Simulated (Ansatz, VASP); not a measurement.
# Two plane-wave programs on Al3InAs4

File INCAR:

```
ALGO     = Normal         # electronic algorithm
EDIFF    = 1E-7           # SCF threshold, eV
EDIFFG   = -0.01          # ionic threshold
ENCUT    = 520            # plane-wave cutoff, eV
GGA      = PE             # functional
IBRION   = 2              # ionic algorithm
ISIF     = 2              # what is computed and relaxed
ISMEAR   = 0              # smearing method
LASPH    = True           # aspherical terms in the spheres
LCHARG   = False          # write CHGCAR
LREAL    = False          # projectors in reciprocal space
LWAVE    = False          # write WAVECAR
NELM     = 100            # most SCF steps
NSW      = 50             # ionic steps
PREC     = Accurate       # precision mode
SIGMA    = 0.02           # smearing width, eV
```

Contents of KPOINTS:

```
k-points
0
Gamma
  6 6 6
```

The input POSCAR:

```
Al3InAs4
1.0
    5.6548912713      0.0000000000      0.0000000000
    0.0000000000      5.6548912713      0.0000000000
    0.0000000000      0.0000000000      5.6548912713
Al In As
3 1 4
Direct
    0.5000000000      0.0000000000      0.0000000000
    0.0000000000      0.0000000000      0.5000000000
    0.0000000000      0.5000000000      0.0000000000
    0.5000000000      0.5000000000      0.5000000000
    0.7612361977      0.2387638023      0.7612361977
    0.7612361977      0.7612361977      0.2387638023
    0.2387638023      0.2387638023      0.2387638023
    0.2387638023      0.7612361977      0.7612361977
```

Input for Ansatz:

```yaml
crystal:
  lattice:
    - [5.6548912713, 0.0, 0.0]
    - [0.0, 5.6548912713, 0.0]
    - [0.0, 0.0, 5.6548912713]
  atoms:
    - { symbol: Al, position: [0.5, 0.0, 0.0] }
    - { symbol: Al, position: [0.0, 0.0, 0.5] }
    - { symbol: Al, position: [0.0, 0.5, 0.0] }
    - { symbol: In, position: [0.5, 0.5, 0.5] }
    - { symbol: As, position: [0.7612361977, 0.2387638023, 0.7612361977] }
    - { symbol: As, position: [0.7612361977, 0.7612361977, 0.2387638023] }
    - { symbol: As, position: [0.2387638023, 0.2387638023, 0.2387638023] }
    - { symbol: As, position: [0.2387638023, 0.7612361977, 0.7612361977] }
basis:
  ecutwfc: 420
kpoints:
  mp_grid: { grid: [6, 6, 6] }
hamiltonian:
  xc: pbe
scf:
  occupations: { method: gaussian, width: 0.02 }
output:
  forces: true
  stress: true
  eigenvalues: true
relax:
  adjacent_minimum: "off"
  f_tol: 0.01
  max_steps: 30
```

Alike in both runs: task relaxation of the atoms; functional PBE; k mesh 6 × 6 × 6; occupations gaussian, width 0.02 eV; no spin polarisation.

```csv
,VASP,Ansatz
version,VASP 6.6.1,Ansatz 0.2.0
potentials or method,"VASP PAW PBE potentials, release 64 (Al, In_d, As), cutoff 520 eV","scalar-relativistic, plane waves, PAW"
valence electrons in the cell,42,82
```

VASP gave:

- gap on the k mesh at the Fermi level, each at its own relaxed structure (eV): 1.53

Estimate Ansatz's values.

gap on the k mesh at the Fermi level, each at its own relaxed structure (eV): 1.54.

VASP's potentials hold 42 valence electrons a cell and Ansatz's 82, so a difference there can come from the potentials and not from the codes. Ansatz's warnings: stress scf threshold loose.

Noted on VASP's run: the relaxation stopped at its first step, so nothing moved.
